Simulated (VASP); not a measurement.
# Sn (P6/mmm) in VASP: further runs

Aim: see how the results for Sn move with the level of theory and the settings. Levels: PBE, PBEsol, r2SCAN. Tasks: single point.

Program: VASP 6.6.1. These are calculated values, not measurements. Logs are shortened: lines on timing, memory, paths and dates and some standing lists are left out, and cuts for length are marked.

### 1 The cell of the first run

The structure is hexagonal, space group P6/mmm (No. 191). Conventional cell: a = 3.268 Å, b = 3.268 Å, c = 3.073 Å, α = 90.00°, β = 90.00°, γ = 120.00°. Sn (site symmetry 6/mmm) has 8 Sn at 3.07 to 3.27 Å within 4.0 Å.

The cell was built from a structure type or drawn by symmetry, and may not be a known phase.

### 2 Single point, PBE

The input, INCAR:

```
PREC = Accurate ; ENCUT = 520
EDIFF = 1E-6 ; ISMEAR = 0
SIGMA = 0.1 ; LREAL = False
LASPH = True ; NELM = 80
ALGO = Fast ; ISIF = 2
LWAVE = False ; LCHARG = False
GGA = PE ; NBANDS = 13
```

The input, KPOINTS:

```
Automatic mesh
0
Gamma
  6 6 6
```

The input, POSCAR:

```
Sn
1.0
    3.2679015000      0.0000000000      0.0000000000
   -1.6339508000      2.8300857000      0.0000000000
    0.0000000000      0.0000000000      3.0726471000
Sn
1
Direct
    0.0000000000      0.0000000000      0.5000000000
```

Potentials or basis: VASP PAW PBE potentials, release 64 (Sn_d).

Run with:

```
$ cat potpaw_PBE.64/Sn_d/POTCAR > POTCAR
$ mpirun -np 1 vasp_std > vasp.out
```

OUTCAR:

```text
PREC = Accurate
   ENCUT = 520
   EDIFF = 1E-6
   ISMEAR = 0
   LREAL = False
   LASPH = True
   NELM = 80
   ISIF = 2
   GGA = PE

 ion  position               nearest neighbor table
   1  0.000  0.000  0.500-

  LATTYP: Found a hexagonal cell.
 ALAT       =     3.2679015000
 C/A-ratio  =     0.9402508307

  Lattice vectors:

 A1 = (   3.2679015000,   0.0000000000,   0.0000000000)
 A2 = (  -1.6339508000,   2.8300857000,   0.0000000000)
 A3 = (   0.0000000000,   0.0000000000,   3.0726471000)

Analysis of symmetry for initial positions (statically):
=====================================================================
 Subroutine PRICEL returns:
 Original cell was already a primitive cell.

 Routine SETGRP: Setting up the symmetry group for a
 hexagonal supercell.

 Subroutine GETGRP returns: Found 24 space group operations
 (whereof 24 operations were pure point group operations)
 out of a pool of 24 trial point group operations.

The static configuration has the point symmetry D_6h.

Analysis of symmetry for dynamics (positions and initial velocities):
=====================================================================
 Subroutine PRICEL returns:
 Original cell was already a primitive cell.

 Routine SETGRP: Setting up the symmetry group for a
 hexagonal supercell.

 Subroutine GETGRP returns: Found 24 space group operations
 (whereof 24 operations were pure point group operations)
 out of a pool of 24 trial point group operations.

The dynamic configuration has the point symmetry D_6h.

 Subroutine INISYM returns: Found 24 space group operations
 (whereof 24 operations are pure point group operations),
 and found     1 'primitive' translations

----------------------------------------------------------------------------------------

                                     Primitive cell

  volume of cell :      28.4172

  direct lattice vectors                    reciprocal lattice vectors
     3.267901500  0.000000000  0.000000000     0.306006775  0.176673101  0.000000000
    -1.633950800  2.830085700  0.000000000     0.000000000  0.353346190  0.000000000
     0.000000000  0.000000000  3.072647100     0.000000000  0.000000000  0.325452279

  length of vectors
     3.267901500  3.267901511  3.072647100     0.353346191  0.353346190  0.325452279

  position of ions in fractional coordinates (direct lattice)
     0.000000000  0.000000000  0.500000000

  ion indices of the primitive-cell ions
   primitive index   ion index
                 1           1

----------------------------------------------------------------------------------------

 KPOINTS: Automatic mesh

Automatic generation of k-mesh.
 Grid dimensions read from file:
 generate k-points for:    6    6    6

 Generating k-lattice:

  Cartesian coordinates                     Fractional coordinates (reciprocal lattice)
     0.051001129  0.029445517  0.000000000     0.166666667  0.000000000  0.000000000
     0.000000000  0.058891032  0.000000000     0.000000000  0.166666667  0.000000000
     0.000000000  0.000000000  0.054242046     0.000000000  0.000000000  0.166666667

  Length of vectors
     0.058891032  0.058891032  0.054242046

  Shift w.r.t. Gamma in fractional coordinates (k-lattice)
     0.000000000  0.000000000  0.000000000

 Subroutine IBZKPT returns following result:
 ===========================================

 Found     28 irreducible k-points:

 Following reciprocal coordinates:
            Coordinates               Weight
  0.000000  0.000000  0.000000      1.000000
  0.166667  0.000000  0.000000      6.000000
  0.333333  0.000000  0.000000      6.000000
  0.500000  0.000000  0.000000      3.000000
  0.166667  0.166667  0.000000      6.000000
  0.333333  0.166667  0.000000     12.000000
[... 16 lines left out ...]
  0.166667  0.000000  0.500000      6.000000
  0.333333  0.000000  0.500000      6.000000
 [... further k-points ...]
   k-points           NKPTS =     28   k-points in BZ     NKDIM =     28   number of bands    NBANDS=     13
   number of dos      NEDOS =    301   number of ions     NIONS =      1
   total plane-waves  NPLWV =  13824
   dimension x,y,z NGX =    24 NGY =   24 NGZ =   24
   dimension x,y,z NGXF=    48 NGYF=   48 NGZF=   48
   ions per type =               1
   NGX,Y,Z   is equivalent  to a cutoff of  12.21, 12.21, 12.99 a.u.
   NGXF,Y,Z  is equivalent  to a cutoff of  24.42, 24.42, 25.97 a.u.
 SYSTEM =  unknown system
   PREC   = accura    normal or accurate (medium, high low for compatibility)
   ISTART =      0    job   : 0-new  1-cont  2-samecut
   ICHARG =      2    charge: 1-file 2-atom 10-const
   ISPIN  =      1    spin polarized calculation?
   LNONCOLLINEAR =      F non collinear calculations
   LSORBIT =      F    spin-orbit coupling
   LASPH  =      T    aspherical Exc in radial PAW
   ENCUT  =  520.0 eV  38.22 Ry    6.18 a.u.   6.08  6.08  5.71*2*pi/ulx,y,z
   NELM   =     80;   NELMIN=  2; NELMDL= -5     # of ELM steps
   EDIFF  = 0.1E-05   stopping-criterion for ELM
   LREAL  =      F    real-space projection
   EDIFFG = 0.1E-04   stopping-criterion for IOM
   NSW    =      0    number of steps for IOM
   IBRION =     -1    ionic relax: 0-MD 1-quasi-New 2-CG
   NFREE  =      0    steps in history (QN), initial steepest desc. (CG)
   ISIF   =      2    stress and relaxation
   ISYM   =      2    0-nonsym 1-usesym 2-fastsym
   POTIM  = 0.5000    time-step for ionic-motion
   TEBEG  =    0.0;   TEEND  =   0.0 temperature during run
   PSTRESS=    0.0 pullay stress
   NELECT =      14.0000    total number of electrons
   NUPDOWN=      -1.0000    fix difference up-down
   EMIN   =  10.00;   EMAX   =-10.00  energy-range for DOS
   EFERMI =   0.00;   METHOD = LEGACY
   ISMEAR =     0;   SIGMA  =   0.10  broadening in eV -4-tet -1-fermi 0-gaus
   EFERMI_NEDOS =   21; number of points for ismear=-14 and -15
   IALGO  =     68    algorithm
   IMIX   =      4    mixing-type and parameters
     AMIX     =   0.40;   BMIX     =  1.00
     AMIX_MAG =   1.60;   BMIX_MAG =  1.00
  volume/ion in A,a.u.               =      28.42       191.77
  Fermi-wavevector in a.u.,A,eV,Ry     =   1.292976  2.443370 22.746039  1.671787
  Thomas-Fermi vector in A             =   2.424650
   LORBIT       =      0    0 simple, 1 ext, 2 COOP (PROOUT), +10 PAW based schemes
   GGA     = PE    functional components
   LHFCALC =     F    Hartree Fock is set to
   AEXX    =    0.0000 exact exchange contribution
   IVDW    =     0    specifies the selected vdW correction
   LEPSILON=     F    determine dielectric tensor
   LRPA    =     F    only Hartree local field effects (RPA)
 non-spin polarized calculation
 RMM-DIIS sequential band-by-band and
 Gauss-broadening in eV      SIGMA  =   0.10
  energy-cutoff  :      520.00
  volume of cell :       28.42
 maximum number of plane-waves:       786
   NGX = 13   NGY = 13   NGZ = 11

 number of electron      14.0000004 magnetization

 Free energy of the ion-electron system (eV)
  ---------------------------------------------------
  ext. energy  EPLUGINS =         0.00000000
  ---------------------------------------------------
  free energy    TOTEN  =        -3.82696264 eV

  energy without entropy =       -3.82124566  energy(sigma->0) =       -3.82410415

 E-fermi :   7.8579     XC(G=0): -10.0922

 val. band max:        7.8336528718   @ k =   0.1667   0.1667   0.0000
 cond. band min:       7.8688288738   @ k =   0.3333   0.0000   0.3333
 fundamental gap:      0.0351760019
 Fermi energy:         7.8579002746

 k-point     1 :       0.0000    0.0000    0.0000
  band No.  band energies     occupation
      1     -14.1838      2.00000
      2     -14.0117      2.00000
      3     -14.0117      2.00000
      4     -13.8367      2.00000
      5     -13.8367      2.00000
      6      -3.3675      2.00000
      7      12.6512      0.00000
      8      14.2382      0.00000
      9      14.2382      0.00000
     10      16.0684      0.00000
     11      18.3679      0.00000
     12      19.1639      0.00000
     13      19.1642      0.00000

 k-point     2 :       0.1667    0.0000    0.0000
  band No.  band energies     occupation
      1     -14.1620      2.00000
      2     -14.0173      2.00000
      3     -13.9659      2.00000
      4     -13.8556      2.00000
      5     -13.8413      2.00000
      6      -2.8329      2.00000
      7      10.5465      0.00000
      8      12.9154      0.00000
      9      13.2164      0.00000
     10      15.9565      0.00000
     11      16.7974      0.00000
     12      21.3101      0.00000
     13      21.5879      0.00000

 k-point     3 :       0.3333    0.0000    0.0000
  band No.  band energies     occupation
      1     -14.1394      2.00000
      2     -14.0088      2.00000
      3     -13.8931      2.00000
      4     -13.8728      2.00000
      5     -13.8504      2.00000
      6      -1.2528      2.00000
      7       5.9118      2.00000
      8      11.3231      0.00000
      9      14.7291      0.00000
     10      14.7380      0.00000
     11      17.9241      0.00000
     12      23.2040      0.00000
     13      23.3061      0.00000
[... 305 lines left out ...]
 k-point    23 :       0.1667    0.0000    0.5000
  band No.  band energies     occupation
      1     -14.0082      2.00000
      2     -13.9627      2.00000
      3     -13.9539      2.00000
      4     -13.9413      2.00000
      5     -13.8460      2.00000
      6       0.1504      2.00000
      7       3.2994      2.00000
      8      13.4148      0.00000
      9      15.5170      0.00000
     10      16.6542      0.00000
     11      18.9812      0.00000
     12      19.8831      0.00000
     13      20.5159      0.00000

 k-point    24 :       0.3333    0.0000    0.5000
  band No.  band energies     occupation
      1     -14.0364      2.00000
      2     -14.0172      2.00000
      3     -13.9538      2.00000
      4     -13.8636      2.00000
      5     -13.7695      2.00000
      6       1.7450      2.00000
      7       4.7071      2.00000
      8       8.6522      0.00000
      9      12.6361      0.00000
     10      13.8121      0.00000
     11      18.0412      0.00000
     12      18.2116      0.00000
     13      19.2783      0.00000

 [... further k-points ...]

------------------------ aborting loop because EDIFF is reached ----------------------------------------

  FORCE on cell =-STRESS in cart. coord.  units (eV):
  Direction    XX          YY          ZZ          XY          YZ          ZX
  --------------------------------------------------------------------------------------
  -------------------------------------------------------------------------------------
  Total       -0.3170070     -0.3170070      0.6891568      0.0000000     -0.0000000      0.0000000
  in kB      -17.8730284    -17.8730281     38.8550439      0.0000003     -0.0000000      0.0000000
  external PRESSURE =       1.0363291 kB  Pullay stress =       0.0000000 kB

 VOLUME and BASIS-vectors are now :
 -----------------------------------------------------------------------------
  energy-cutoff  :      520.00
  volume of cell :       28.42
      direct lattice vectors                 reciprocal lattice vectors
     3.267901500  0.000000000  0.000000000     0.306006775  0.176673101  0.000000000
    -1.633950800  2.830085700  0.000000000     0.000000000  0.353346190  0.000000000
     0.000000000  0.000000000  3.072647100     0.000000000  0.000000000  0.325452279

 POSITION                                       TOTAL-FORCE (eV/Angst)
 -----------------------------------------------------------------------------------
      0.00000      0.00000      1.53632        -0.000000      0.000000      0.000000
 -----------------------------------------------------------------------------------
    total drift:                                0.000000     -0.000000      0.000000

  FREE ENERGIE OF THE ION-ELECTRON SYSTEM (eV)
  ---------------------------------------------------
  free  energy   TOTEN  =        -3.8269626353 eV

  energy  without entropy=       -3.8212456576  energy(sigma->0) =       -3.82410415
```

It took 5.6 s on 1 thread of Intel Xeon Platinum 8488C (Sapphire Rapids), shared host; peak memory 0.13 GiB.

Results:

```yaml
Free_energy: -3.8270 eV
Pressure: 0.1 GPa
Band_gap_on_the_k_mesh: zero (bands 7 and 8 overlap by 7.84 eV)
```

Caveat: the k points lie up to 0.37 Å⁻¹ apart, too coarse for converged energies and pressures of a metal; spin-orbit coupling is left out, which moves the levels of the heavy elements.

### 3 Single point, PBE

This run uses another cell than the first one: it holds 4 atoms, not 1.

The input, INCAR:

```
ALGO = Fast
EDIFF = 1E-7
ENCUT = 520
GGA = PE
ISIF = 2
ISMEAR = 0
LASPH = True
LCHARG = False
LREAL = False
LWAVE = False
NBANDS = 36
NELM = 100
PREC = Accurate
SIGMA = 0.2
```

The input, KPOINTS:

```
k-points
0
Gamma
  8 6 6
```

The input, POSCAR:

```
Sn
1.0
    0.0000000000      0.0000000000      3.0726471000
    6.5358029814      0.0000000577      0.0000000000
   -3.2679015407      5.6601713872      0.0000000000
Sn
4
Direct
    0.5000000000      0.0000000000      0.0000000000
    0.5000000000      0.0000000000      0.5000000000
    0.5000000000      0.5000000000      1.0000000000
    0.5000000000      0.5000000000      0.5000000000
```

Potentials or basis: VASP PAW PBE potentials, release 64 (Sn_d).

Run with:

```
$ cat potpaw_PBE.64/Sn_d/POTCAR > POTCAR
$ mpirun -np 1 vasp_std > vasp.out
```

Wall time 2.5 min (1 thread of Intel Xeon Platinum 8488C (Sapphire Rapids), shared host); peak memory 0.28 GiB.

Results (log left out):

```
Free energy            : -15.1723 eV
Pressure               : 0.1 GPa
Band gap on the k mesh : zero (bands 28 and 29 overlap by 4.81 eV)
```

Stress tensor (GPa, compression positive):
```
-0.26  0.00  0.00
 0.00 -0.26  0.00
 0.00  0.00  0.81
```

Levels at points of the mesh, in eV from the Fermi level:
| k point | band 26 | band 27 | band 28 | band 29 | band 30 | band 31 |
| --- | --- | --- | --- | --- | --- | --- |
| (0.00, 0.00, 0.00) | -4.48 | -4.48 | 3.21 | 3.21 | 3.21 | 5.14 |
| (0.50, 0.00, 0.00) | -2.09 | -2.09 | -2.09 | -1.60 | -1.60 | -1.60 |
| (0.00, 0.50, 0.00) | -2.34 | -0.61 | -0.61 | 0.62 | 0.62 | 4.51 |
| (0.50, 0.50, 0.00) | -3.58 | -1.74 | -1.74 | 0.40 | 0.40 | 1.88 |

Caveat: spin-orbit coupling is left out, which moves the levels of the heavy elements.

### 4 Single point, PBE

The input, INCAR:

```
PREC = Accurate
ENCUT = 520
EDIFF = 1E-6
ISMEAR = 0
SIGMA = 0.1
LREAL = F
LASPH = T
NELM = 100
ALGO = Normal
ISIF = 2
LWAVE = F
LCHARG = F
GGA = PE
NBANDS = 13
```

The input, KPOINTS:

```
regular mesh
0
Gamma
  18 18 18
```

The input, POSCAR:

```
Sn
1.0
    3.2679014907      0.0000000289      0.0000000000
   -1.6339507704      2.8300856936      0.0000000000
    0.0000000000      0.0000000000      3.0726471000
Sn
1
Direct
    0.0000000000      0.0000000000      0.5000000000
```

Run with:

```
$ cat potpaw_PBE.64/Sn_d/POTCAR > POTCAR
$ mpirun -np 1 vasp_std > vasp.out
```

Wall time 41 s (1 thread of Intel Xeon Platinum 8488C (Sapphire Rapids), shared host); peak memory 0.23 GiB.

It converged, with:

```
Free energy            : -3.8084 eV
Pressure               : -0.1 GPa
Band gap on the k mesh : zero (bands 7 and 8 overlap by 7.92 eV)
```

Levels at points of the mesh, in eV from the Fermi level:
```
           k point  band 5  band 6  band 7  band 8  band 9  band 10
(0.00, 0.00, 0.00)  -21.30  -10.83    5.20    6.78    6.78     8.62
(0.50, 0.00, 0.00)  -21.30   -6.91   -4.42    3.26    6.86     8.56
(0.00, 0.00, 0.50)  -21.34   -7.84   -4.66    9.45    9.45    12.43
(0.50, 0.00, 0.50)  -21.19   -3.63   -2.05   -1.54    3.10     5.70
```

Caveat: spin-orbit coupling is left out, which moves the levels of the heavy elements.

### 5 Single point, PBEsol

The input, INCAR:

```
SYSTEM = Sn
  ALGO = Normal
  EDIFF = 1E-7
  ENCUT = 520
  GGA = PS
  ISIF = 2
  ISMEAR = 0
  LASPH = .True.
  LCHARG = .True.
  LELF = .True.
  LREAL = .False.
  LVHAR = .True.
  LWAVE = .False.
  NBANDS = 13
  NELM = 60
  PREC = Accurate
  SIGMA = 0.1
```

The input, KPOINTS:

```
k-points
0
Gamma
  18 18 18
  0 0 0
```

POSCAR is that of step 4.

Run with:

```
$ cat potpaw_PBE.64/Sn_d/POTCAR > POTCAR
$ mpirun -np 1 vasp_std > vasp.out
```

Wall time 45 s (1 thread of Intel Xeon Platinum 8488C (Sapphire Rapids), shared host); peak memory 0.23 GiB.

The run converged. Its results:

```yaml
Free_energy: -4.2481 eV
Pressure: -2.8 GPa
Band_gap_on_the_k_mesh: zero (bands 7 and 8 overlap by 7.91 eV)
```

Levels at points of the mesh, in eV from the Fermi level:
| k point | band 3 | band 4 | band 5 | band 6 | band 7 | band 8 | band 9 | band 10 | band 11 | band 12 |
| --- | --- | --- | --- | --- | --- | --- | --- | --- | --- | --- |
| (0.00, 0.00, 0.00) | -21.37 | -21.17 | -21.17 | -10.83 | 5.19 | 6.77 | 6.77 | 8.64 | 10.90 | 11.71 |
| (0.50, 0.00, 0.00) | -21.25 | -21.19 | -21.18 | -6.92 | -4.43 | 3.26 | 6.87 | 8.55 | 11.93 | 13.48 |
| (0.00, 0.00, 0.50) | -21.27 | -21.27 | -21.22 | -7.85 | -4.67 | 9.43 | 9.43 | 12.42 | 13.09 | 14.61 |
| (0.50, 0.00, 0.50) | -21.30 | -21.17 | -21.06 | -3.64 | -2.04 | -1.53 | 3.08 | 5.69 | 10.19 | 10.28 |

Caveat: the PAW data sets were made with another functional, which shifts forces and pressure a little; spin-orbit coupling is left out, which moves the levels of the heavy elements.

### 6 Single point, r2SCAN

POSCAR is that of step 5.

The input, INCAR.step1:

```
PREC = Accurate ; ENCUT = 520
ISMEAR = 0 ; SIGMA = 0.1
LREAL = F ; LASPH = T
NELM = 80 ; NBANDS = 13
GGA = PE ; ALGO = Normal
EDIFF = 1E-4 ; LWAVE = T
LCHARG = F
```

The input, INCAR.step2:

```
PREC = Accurate ; ENCUT = 520
EDIFF = 1E-7 ; ISMEAR = 0
SIGMA = 0.1 ; LREAL = F
LASPH = T ; NELM = 80
ALGO = Normal ; ISIF = 2
LWAVE = F ; LCHARG = F
METAGGA = R2SCAN ; LMIXTAU = T
NBANDS = 13 ; ISTART = 1
```

The input, KPOINTS:

```
regular mesh
0
Gamma
  18 18 18
```

Potentials or basis: VASP PAW PBE potentials, release 64 (Sn_d).

Run with:

```
$ cat potpaw_PBE.64/Sn_d/POTCAR > POTCAR
$ cp INCAR.step1 INCAR
$ mpirun -np 1 vasp_std > vasp.out
$ cp INCAR.step2 INCAR
$ mpirun -np 1 vasp_std > vasp.out
```

Run time: 3.8 min. Hardware: 1 thread of Intel Xeon Platinum 8488C (Sapphire Rapids), shared host; peak memory 0.23 GiB.

Results (log left out):

```
Free energy            : -24.6116 eV
Pressure               : -1.6 GPa
Band gap on the k mesh : zero (bands 7 and 8 overlap by 8.37 eV)
```

Levels at points of the mesh, in eV from the Fermi level:
```tsv
k point	band 5	band 6	band 7	band 8	band 9	band 10
(0.00, 0.00, 0.00)	-21.95	-11.35	5.51	7.18	7.18	8.99
(0.50, 0.00, 0.00)	-21.96	-7.17	-4.67	3.46	7.27	9.09
(0.00, 0.00, 0.50)	-22.00	-8.21	-4.86	10.09	10.09	13.35
(0.50, 0.00, 0.50)	-21.84	-3.61	-2.26	-1.68	3.50	6.04
```

Caveat: the PAW data sets were made with another functional, which shifts forces and pressure a little; spin-orbit coupling is left out, which moves the levels of the heavy elements.

### 7 The runs side by side

```tsv
level	cell	k mesh	smearing	gap on the mesh (eV)	pressure (GPa)
PBE	a = 3.268, b = 3.268, c = 3.073 Å, angles 90.0, 90.0, 120.0°, 1 atom, atomic positions A	6 × 6 × 6	gaussian 0.1 eV	none	0.1
PBE	a = 3.073, b = 6.536, c = 6.536 Å, angles 120.0, 90.0, 90.0°, 4 atoms, atomic positions B	8 × 6 × 6	gaussian 0.2 eV	none	0.1
PBE	a = 3.268, b = 3.268, c = 3.073 Å, angles 90.0, 90.0, 120.0°, 1 atom, atomic positions A	18 × 18 × 18	gaussian 0.1 eV	none	-0.1
PBEsol	a = 3.268, b = 3.268, c = 3.073 Å, angles 90.0, 90.0, 120.0°, 1 atom, atomic positions A	18 × 18 × 18	gaussian 0.1 eV	none	-2.8
r2SCAN	a = 3.268, b = 3.268, c = 3.073 Å, angles 90.0, 90.0, 120.0°, 1 atom, atomic positions A	18 × 18 × 18	gaussian 0.1 eV	none	-1.6
```

Alike in all rows: task single point; potentials or basis VASP PAW PBE potentials, release 64 (Sn_d); no spin polarisation; cutoff (eV) 520.

Caveats: some runs use coarse meshes; spin-orbit coupling is left out, which moves the levels of the heavy elements; the PAW data sets were made with another functional, which shifts forces and pressure a little (at least some runs).

Total energies depend on the potentials used, so only differences within one code and one set of settings carry meaning.
